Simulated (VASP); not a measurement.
The system is Al3Si2F.

```
Al Si F
1.0
     1.87928    1.08500    7.00232
    -1.87928    1.08500    7.00232
     0.00000   -2.17001    7.00232
Al Si F
3 2 1
Cartesian
  0.0000 0.0000 0.0000
  0.0000 0.0000 7.6984
  0.0000 0.0000 13.3085
  0.0000 0.0000 15.6707
  0.0000 0.0000 5.3363
  0.0000 0.0000 10.5035
```

- Program: VASP 6.6.1
- Task: relaxation of cell and atoms
- Functional: PBE
- Potentials or basis: VASP PAW PBE potentials, release 64 (Al, Si, F)
- Cutoff: 600 eV
- k mesh: 4 × 4 × 4
- Occupations: gaussian, width 0.15 eV
- Spin: no spin polarisation

At the start: pressure 39.0 GPa; volume 14.28 Å³/atom.

Question: How do energy, volume and symmetry change on relaxing?

Answer: Over 28 steps the energy falls by 1259.1 meV/atom and the volume is 18.88 Å³/atom (+32.2 %); space group R-3m (No. 166, to 0.05 Å).

The path:
| step | energy change (eV) | largest force (eV/Å) | pressure (GPa) | volume (Å³) |
| --- | --- | --- | --- | --- |
| 1 | 0.0000 | 4.2878 | 39.00 | 85.67 |
| 2 | -3.4668 | 0.9694 | -8.03 | 136.09 |
| 3 | -3.9036 | 1.5184 | -1.60 | 118.05 |
| 4 | -3.9048 | 1.4893 | -1.96 | 118.76 |
| 5 | -4.2067 | 1.6192 | -1.78 | 116.26 |
| 6 | -5.1691 | 1.7942 | 0.42 | 108.75 |
| 7 | -5.4467 | 2.8001 | 15.68 | 93.70 |
| 8 | -5.5364 | 1.9353 | 2.47 | 104.32 |
| 9 | -6.0172 | 1.3564 | 6.21 | 99.01 |
| 10 | -6.0020 | 0.5921 | 9.52 | 96.36 |
| 11 | -6.0452 | 0.9255 | 7.66 | 97.69 |
| 12 | -6.1908 | 0.7042 | 6.46 | 99.60 |
| 13 | -6.1996 | 0.7273 | 6.24 | 100.18 |
| 14 | -6.3824 | 0.8130 | 3.13 | 103.82 |
| 15 | -6.5628 | 0.9289 | -2.28 | 112.13 |
| 16 | -6.5664 | 0.9379 | -2.90 | 113.40 |
| 17 | -6.7019 | 0.9959 | -2.44 | 113.15 |
| 18 | -6.9438 | 1.1050 | -0.86 | 112.25 |
| 19 | -6.9548 | 1.4202 | 3.40 | 109.47 |
| 20 | -7.0464 | 1.0425 | 0.36 | 111.25 |
| 21 | -7.2109 | 0.8966 | 0.47 | 111.36 |
| 22 | -7.5231 | 0.3445 | 1.03 | 111.63 |
| 23 | -7.5284 | 0.5130 | 1.26 | 111.69 |
| 24 | -7.5315 | 0.3501 | 1.17 | 111.67 |
| 25 | -7.5492 | 0.2140 | -0.07 | 113.63 |
| 26 | -7.5499 | 0.1847 | -0.33 | 114.09 |
| 27 | -7.5534 | 0.0860 | -0.10 | 113.64 |
| 28 | -7.5544 | 0.0322 | 0.11 | 113.27 |

Final structure:
```cif
data_structure
_symmetry_space_group_name_H-M 'P 1'
_symmetry_Int_Tables_number 1
_cell_length_a 7.9441
_cell_length_b 7.9441
_cell_length_c 7.9441
_cell_angle_alpha 30.326
_cell_angle_beta 30.326
_cell_angle_gamma 30.326
_cell_volume 113.27
loop_
_atom_site_label
_atom_site_type_symbol
_atom_site_fract_x
_atom_site_fract_y
_atom_site_fract_z
_atom_site_occupancy
Al1 Al 0.00000 0.00000 0.00000 1
Al2 Al 0.41825 0.41825 0.41825 1
Al3 Al 0.58175 0.58175 0.58175 1
Si1 Si 0.71799 0.71799 0.71799 1
Si2 Si 0.28201 0.28201 0.28201 1
F1 F 0.50000 0.50000 0.50000 1
```

Caveat: the k points lie up to 0.44 Å⁻¹ apart in the final cell; the volume moved by over 15 % at a fixed basis, so the end points are rough; the relaxation stopped at a loose force limit of 0.08 eV/Å, so its end isn't a converged minimum.
